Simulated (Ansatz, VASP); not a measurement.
This is a calculation of Te for VASP 6.6.1.

INCAR

```
PREC = Accurate ; ENCUT = 520
EDIFF = 1E-6 ; ISMEAR = -1
SIGMA = 0.05 ; LREAL = False
LASPH = True ; NELM = 80
ALGO = Normal ; ISIF = 2
LWAVE = False ; LCHARG = True
GGA = PE ; LELF = True
LVHAR = True ; NBANDS = 20
```

File KPOINTS:

```
Automatic mesh
0
Gamma
  5 4 9
```

The input POSCAR:

```
Te
1.0
    5.5783382876      0.0000000000      0.0000000000
    0.0000000000      8.5334861957      0.0000000000
    0.0000000000      0.0000000000      3.1407317906
Te
4
Direct
    0.3107647500      0.3930730700      0.7638832400
    0.1892352500      0.8930730700      0.2361167600
    0.6892352500      0.6069269300      0.7638832400
    0.8107647500      0.1069269300      0.2361167600
```

Potentials or basis: VASP PAW PBE potentials, release 64 (Te).

Command:

```bash
$ cat potpaw_PBE.64/Te/POTCAR > POTCAR
$ mpirun -np 1 vasp_std > vasp.out
```

Set up the same calculation for Ansatz 0.2.0. Potentials there: Ansatz PAW.

As run (the cutoff follows the program's own potentials):

Contents of input.yaml:

```yaml
crystal:
  lattice:
    - [5.5783382876, 0.0, 0.0]
    - [0.0, 8.5334861957, 0.0]
    - [0.0, 0.0, 3.1407317906]
  atoms:
    - { symbol: Te, position: [0.31076475, 0.39307307, 0.76388324] }
    - { symbol: Te, position: [0.18923525, 0.89307307, 0.23611676] }
    - { symbol: Te, position: [0.68923525, 0.60692693, 0.76388324] }
    - { symbol: Te, position: [0.81076475, 0.10692693, 0.23611676] }
hamiltonian:
  xc: pbe
  pseudopotentials: { kind: paw }
kpoints:
  mp_grid: { grid: [5, 4, 9] }
scf:
  occupations: { method: fermi_dirac, width: 0.05 }
output:
  forces: true
  stress: true
  eigenvalues: true
```

Potentials or basis: Ansatz PAW.

The run is started by

```sh
$ ansatz run input.yaml --threads 2 --pin off --max-ram 5120MiB --backend cpu --events-out ev --progress --plain --runs-dir out
```

Both were run:

|  | VASP | Ansatz | Ansatz less VASP |
| --- | --- | --- | --- |
| gap on the k mesh at the Fermi level (eV) | none | none | - |
| pressure (GPa) | -1.3 | -1.3 | 0.00 |
| traceless stress, the component that is largest in VASP (GPa) | 0.85 | 0.83 | -0.022 |
| rms of the force components (eV/Å) | 0.013 | 0.016 | +0.0033 |

Atom by atom the forces differ by 0.008 eV/Å (rms over components). A gap of «none» marks a metal or a gap that the smearing closes. VASP's potentials hold 24 valence electrons a cell and Ansatz's 64, so a difference there can come from the potentials and not from the codes.

Spin-orbit coupling is off throughout.
